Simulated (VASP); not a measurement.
# Mo (Fd-3m) in VASP: notebook

Mo is run at these levels: PBE; tasks: single point.

Everything below comes from runs of VASP 6.6.1. Logs are shortened: lines on timing, memory, paths and dates and some standing lists are left out, and cuts for length are marked.

## Step 1: The cell of the first run

The structure is cubic, space group Fd-3m (No. 227). The conventional cell has a = 4.446 Å, b = 4.446 Å, c = 4.446 Å, α = 90.00°, β = 90.00°, γ = 90.00°. Within 2.6 Å of Mo (site symmetry -43m) lie 4 Mo at 1.93 Å.

This isn't the form of Mo at room conditions, which is bcc.

## Step 2: Single point, PBE

File INCAR:

```
  ALGO = Normal
  EDIFF = 1E-7
  ENCUT = 520
  GGA = PE
  ISIF = 2
  ISMEAR = -1
  LASPH = True
  LCHARG = False
  LREAL = False
  LWAVE = False
  NBANDS = 21
  NELM = 80
  PREC = Accurate
  SIGMA = 0.1
```

File KPOINTS:

```
k-points
0
Gamma
  15 15 15
```

File POSCAR:

```
Mo
1.0
    0.0000000000      2.2228330798      2.2228330798
    2.2228330798      0.0000000000      2.2228330798
    2.2228330798      2.2228330798      0.0000000000
Mo
2
Direct
   -0.1250000000     -0.1250000000     -0.1250000000
    0.1250000000      0.1250000000      0.1250000000
```

Potentials or basis: VASP PAW PBE potentials, release 64 (Mo_sv).

Run with:

```console
$ cat potpaw_PBE.64/Mo_sv/POTCAR > POTCAR
$ mpirun -np 1 vasp_std > vasp.out
```

OUTCAR:

```text
EDIFF = 1E-7
   ENCUT = 520
   GGA = PE
   ISIF = 2
   ISMEAR = -1
   LASPH = True
   LREAL = False
   NELM = 80
   PREC = Accurate

 ion  position               nearest neighbor table
   1  0.875  0.875  0.875-   2 1.93   2 1.93   2 1.93   2 1.93
   2  0.125  0.125  0.125-   1 1.93   1 1.93   1 1.93   1 1.93

  LATTYP: Found a face centered cubic cell.
 ALAT       =     4.4456661596

  Lattice vectors:

 A1 = (   0.0000000000,   2.2228330798,   2.2228330798)
 A2 = (   2.2228330798,   0.0000000000,   2.2228330798)
 A3 = (   2.2228330798,   2.2228330798,   0.0000000000)

Analysis of symmetry for initial positions (statically):
=====================================================================
 Subroutine PRICEL returns:
 Original cell was already a primitive cell.

 Routine SETGRP: Setting up the symmetry group for a
 face centered cubic supercell.

 Subroutine GETGRP returns: Found 48 space group operations
 (whereof 12 operations were pure point group operations)
 out of a pool of 48 trial point group operations.

The static configuration has the point symmetry D_3d.
 The point group associated with its full space group is O_h .

Analysis of symmetry for dynamics (positions and initial velocities):
=====================================================================
 Subroutine PRICEL returns:
 Original cell was already a primitive cell.

 Routine SETGRP: Setting up the symmetry group for a
 face centered cubic supercell.

 Subroutine GETGRP returns: Found 48 space group operations
 (whereof 12 operations were pure point group operations)
 out of a pool of 48 trial point group operations.

The dynamic configuration has the point symmetry D_3d.
 The point group associated with its full space group is O_h .

 Subroutine INISYM returns: Found 48 space group operations
 (whereof 12 operations are pure point group operations),
 and found     1 'primitive' translations

----------------------------------------------------------------------------------------

                                     Primitive cell

  volume of cell :      21.9660

  direct lattice vectors                    reciprocal lattice vectors
     0.000000000  2.222833080  2.222833080    -0.224938168  0.224938168  0.224938168
     2.222833080  0.000000000  2.222833080     0.224938168 -0.224938168  0.224938168
     2.222833080  2.222833080  0.000000000     0.224938168  0.224938168 -0.224938168

  length of vectors
     3.143560688  3.143560688  3.143560688     0.389604335  0.389604335  0.389604335

  position of ions in fractional coordinates (direct lattice)
     0.875000000  0.875000000  0.875000000
     0.125000000  0.125000000  0.125000000

  ion indices of the primitive-cell ions
   primitive index   ion index
                 1           1
                 2           2

----------------------------------------------------------------------------------------

 KPOINTS: k-points

Automatic generation of k-mesh.
 Grid dimensions read from file:
 generate k-points for:   15   15   15

 Generating k-lattice:

  Cartesian coordinates                     Fractional coordinates (reciprocal lattice)
    -0.014995878  0.014995878  0.014995878     0.066666667  0.000000000  0.000000000
     0.014995878 -0.014995878  0.014995878     0.000000000  0.066666667  0.000000000
     0.014995878  0.014995878 -0.014995878     0.000000000  0.000000000  0.066666667

  Length of vectors
     0.025973622  0.025973622  0.025973622

  Shift w.r.t. Gamma in fractional coordinates (k-lattice)
     0.000000000  0.000000000  0.000000000

 Subroutine IBZKPT returns following result:
 ===========================================

 Found    120 irreducible k-points:

 Following reciprocal coordinates:
            Coordinates               Weight
  0.000000  0.000000  0.000000      1.000000
  0.066667  0.000000  0.000000      8.000000
  0.133333  0.000000  0.000000      8.000000
  0.200000  0.000000  0.000000      8.000000
  0.266667  0.000000  0.000000      8.000000
  0.333333  0.000000  0.000000      8.000000
[... 16 lines left out ...]
  0.133333  0.133333  0.000000      6.000000
  0.200000  0.133333  0.000000     24.000000
 [... further k-points ...]
   k-points           NKPTS =    120   k-points in BZ     NKDIM =    120   number of bands    NBANDS=     21
   number of dos      NEDOS =    301   number of ions     NIONS =      2
   total plane-waves  NPLWV =  13824
   dimension x,y,z NGX =    24 NGY =   24 NGZ =   24
   dimension x,y,z NGXF=    48 NGYF=   48 NGZF=   48
   ions per type =               2
   NGX,Y,Z   is equivalent  to a cutoff of  12.69, 12.69, 12.69 a.u.
   NGXF,Y,Z  is equivalent  to a cutoff of  25.38, 25.38, 25.38 a.u.
 SYSTEM =  unknown system
   PREC   = accura    normal or accurate (medium, high low for compatibility)
   ISTART =      0    job   : 0-new  1-cont  2-samecut
   ICHARG =      2    charge: 1-file 2-atom 10-const
   ISPIN  =      1    spin polarized calculation?
   LNONCOLLINEAR =      F non collinear calculations
   LSORBIT =      F    spin-orbit coupling
   LASPH  =      T    aspherical Exc in radial PAW
   ENCUT  =  520.0 eV  38.22 Ry    6.18 a.u.   5.84  5.84  5.84*2*pi/ulx,y,z
   NELM   =     80;   NELMIN=  2; NELMDL= -5     # of ELM steps
   EDIFF  = 0.1E-06   stopping-criterion for ELM
   LREAL  =      F    real-space projection
   EDIFFG = 0.1E-05   stopping-criterion for IOM
   NSW    =      0    number of steps for IOM
   IBRION =     -1    ionic relax: 0-MD 1-quasi-New 2-CG
   NFREE  =      0    steps in history (QN), initial steepest desc. (CG)
   ISIF   =      2    stress and relaxation
   ISYM   =      2    0-nonsym 1-usesym 2-fastsym
   POTIM  = 0.5000    time-step for ionic-motion
   TEBEG  =    0.0;   TEEND  =   0.0 temperature during run
   PSTRESS=    0.0 pullay stress
   NELECT =      28.0000    total number of electrons
   NUPDOWN=      -1.0000    fix difference up-down
   EMIN   =  10.00;   EMAX   =-10.00  energy-range for DOS
   EFERMI =   0.00;   METHOD = LEGACY
   ISMEAR =    -1;   SIGMA  =   0.10  broadening in eV -4-tet -1-fermi 0-gaus
   EFERMI_NEDOS =   21; number of points for ismear=-14 and -15
   IALGO  =     38    algorithm
   IMIX   =      4    mixing-type and parameters
     AMIX     =   0.40;   BMIX     =  1.00
     AMIX_MAG =   1.60;   BMIX_MAG =  1.00
  volume/ion in A,a.u.               =      10.98        74.12
  Fermi-wavevector in a.u.,A,eV,Ry     =   1.775050  3.354359 42.869284  3.150803
  Thomas-Fermi vector in A             =   2.840921
   LORBIT       =      0    0 simple, 1 ext, 2 COOP (PROOUT), +10 PAW based schemes
   GGA     = PE    functional components
   LHFCALC =     F    Hartree Fock is set to
   AEXX    =    0.0000 exact exchange contribution
   IVDW    =     0    specifies the selected vdW correction
   LEPSILON=     F    determine dielectric tensor
   LRPA    =     F    only Hartree local field effects (RPA)
 non-spin polarized calculation
  energy-cutoff  :      520.00
  volume of cell :       21.97
 maximum number of plane-waves:       609
   NGX = 11   NGY = 11   NGZ = 11

 number of electron      28.0000007 magnetization

 Free energy of the ion-electron system (eV)
  ---------------------------------------------------
  ext. energy  EPLUGINS =         0.00000000
  ---------------------------------------------------
  free energy    TOTEN  =        -2.39037690 eV

  energy without entropy =       -2.35147282  energy(sigma->0) =       -2.37092486

 E-fermi :  19.1499     XC(G=0): -14.9870

 val. band max:       19.1471386554   @ k =  -0.2667   0.3333   0.0667
 cond. band min:      19.1509413435   @ k =  -0.2667   0.3333   0.1333
 fundamental gap:      0.0038026881
 Fermi energy:        19.1499382592

 k-point     1 :       0.0000    0.0000    0.0000
  band No.  band energies     occupation
      1     -45.5867      2.00000
      2     -39.5555      2.00000
      3     -20.0177      2.00000
      4     -20.0177      2.00000
      5     -20.0177      2.00000
      6     -14.9106      2.00000
[... 13 lines left out ...]
     20      31.3201      0.00000
     21      33.2383      0.00000

 k-point     2 :       0.0667    0.0000    0.0000
  band No.  band energies     occupation
      1     -45.5474      2.00000
      2     -39.6222      2.00000
      3     -20.0544      2.00000
      4     -20.0544      2.00000
      5     -20.0066      2.00000
      6     -14.8690      2.00000
[... 13 lines left out ...]
     20      30.9716      0.00000
     21      33.2771      0.00000

 k-point     3 :       0.1333    0.0000    0.0000
  band No.  band energies     occupation
      1     -45.4321      2.00000
      2     -39.8145      2.00000
      3     -20.1545      2.00000
      4     -20.1545      2.00000
      5     -19.9805      2.00000
      6     -14.7436      2.00000
[... 13 lines left out ...]
     20      30.8573      0.00000
     21      33.4386      0.00000

 k-point     4 :       0.2000    0.0000    0.0000
  band No.  band energies     occupation
      1     -45.2485      2.00000
      2     -40.1095      2.00000
      3     -20.2930      2.00000
      4     -20.2930      2.00000
      5     -19.9548      2.00000
      6     -14.5385      2.00000
[... 13 lines left out ...]
     20      31.1887      0.00000
     21      33.8031      0.00000

 k-point     5 :       0.2667    0.0000    0.0000
  band No.  band energies     occupation
      1     -45.0116      2.00000
      2     -40.4715      2.00000
      3     -20.4410      2.00000
      4     -20.4410      2.00000
      5     -19.9425      2.00000
      6     -14.2741      2.00000
[... 13 lines left out ...]
     20      31.7011      0.00000
     21      34.4164      0.00000

 k-point     6 :       0.3333    0.0000    0.0000
  band No.  band energies     occupation
      1     -44.7481      2.00000
      2     -40.8518      2.00000
      3     -20.5733      2.00000
      4     -20.5733      2.00000
      5     -19.9457      2.00000
      6     -14.0590      2.00000
[... 13 lines left out ...]
     20      31.8451      0.00000
     21      33.0457      0.00000

 k-point     7 :       0.4000    0.0000    0.0000
  band No.  band energies     occupation
      1     -44.5035      2.00000
      2     -41.1858      2.00000
      3     -20.6712      2.00000
      4     -20.6712      2.00000
      5     -19.9570      2.00000
      6     -13.9004      2.00000
[... 13 lines left out ...]
     20      29.6341      0.00000
     21      32.8695      0.00000
[... 291 lines left out ...]
      1     -45.1407      2.00000
      2     -40.2766      2.00000
      3     -20.5438      2.00000
      4     -20.3039      2.00000
      5     -19.8009      2.00000
      6     -14.6235      2.00000
[... 13 lines left out ...]
     20      31.6034      0.00000
     21      33.7417      0.00000

 k-point    21 :      -0.1333    0.0667    0.0000
  band No.  band energies     occupation
      1     -45.3438      2.00000
      2     -39.9580      2.00000
      3     -20.3613      2.00000
      4     -20.1699      2.00000
      5     -19.8694      2.00000
      6     -14.7731      2.00000
[... 13 lines left out ...]
     20      31.0224      0.00000
     21      33.3132      0.00000

 k-point    22 :      -0.0667    0.0667    0.0000
  band No.  band energies     occupation
      1     -45.4826      2.00000
      2     -39.7309      2.00000
      3     -20.1868      2.00000
      4     -20.0790      2.00000
      5     -19.9454      2.00000
      6     -14.8579      2.00000
[... 13 lines left out ...]
     20      30.8057      0.00000
     21      33.1945      0.00000

 k-point    23 :       0.1333    0.1333    0.0000
  band No.  band energies     occupation
      1     -45.3780      2.00000
      2     -39.9027      2.00000
      3     -20.3264      2.00000
      4     -20.3264      2.00000
      5     -19.6659      2.00000
      6     -15.1020      2.00000
[... 13 lines left out ...]
     20      30.1965      0.00000
     21      33.9498      0.00000

 k-point    24 :       0.2000    0.1333    0.0000
  band No.  band energies     occupation
      1     -45.2388      2.00000
      2     -40.1244      2.00000
      3     -20.4750      2.00000
      4     -20.4717      2.00000
      5     -19.5106      2.00000
      6     -15.1444      2.00000
[... 13 lines left out ...]
     20      30.3097      0.00000
     21      34.0518      0.00000

 [... further k-points ...]

------------------------ aborting loop because EDIFF is reached ----------------------------------------

  FORCE on cell =-STRESS in cart. coord.  units (eV):
  Direction    XX          YY          ZZ          XY          YZ          ZX
  --------------------------------------------------------------------------------------
  -------------------------------------------------------------------------------------
  Total       52.7703249     52.7703249     52.7703249      0.0000000     -0.0000000      0.0000000
  in kB     3849.0167510   3849.0167510   3849.0167510      0.0000000     -0.0000000      0.0000000
  external PRESSURE =    3849.0167510 kB  Pullay stress =       0.0000000 kB

 VOLUME and BASIS-vectors are now :
 -----------------------------------------------------------------------------
  energy-cutoff  :      520.00
  volume of cell :       21.97
      direct lattice vectors                 reciprocal lattice vectors
     0.000000000  2.222833080  2.222833080    -0.224938168  0.224938168  0.224938168
     2.222833080  0.000000000  2.222833080     0.224938168 -0.224938168  0.224938168
     2.222833080  2.222833080  0.000000000     0.224938168  0.224938168 -0.224938168

 POSITION                                       TOTAL-FORCE (eV/Angst)
 -----------------------------------------------------------------------------------
      3.88996      3.88996      3.88996        -0.000000     -0.000000     -0.000000
      0.55571      0.55571      0.55571         0.000000      0.000000      0.000000
 -----------------------------------------------------------------------------------
    total drift:                                0.000000      0.000000      0.000000

  FREE ENERGIE OF THE ION-ELECTRON SYSTEM (eV)
  ---------------------------------------------------
  free  energy   TOTEN  =        -2.3903769042 eV

  energy  without entropy=       -2.3514728207  energy(sigma->0) =       -2.37092486
```

Wall time 38 s (1 thread of Intel Xeon Platinum 8259CL at 2.50GHz (Skylake/Cascade Lake), shared host); peak memory 0.16 GiB.

Results:

* Free energy: -2.3904 eV
* Pressure: 384.9 GPa
* Band gap on the k mesh: zero (bands 14 and 15 overlap by 2.13 eV)

Caveat: atoms lie so close that the PAW spheres overlap strongly, which falsifies energies and pressures; the cell stands under pressure.

(Continued in part 2 of 2.)
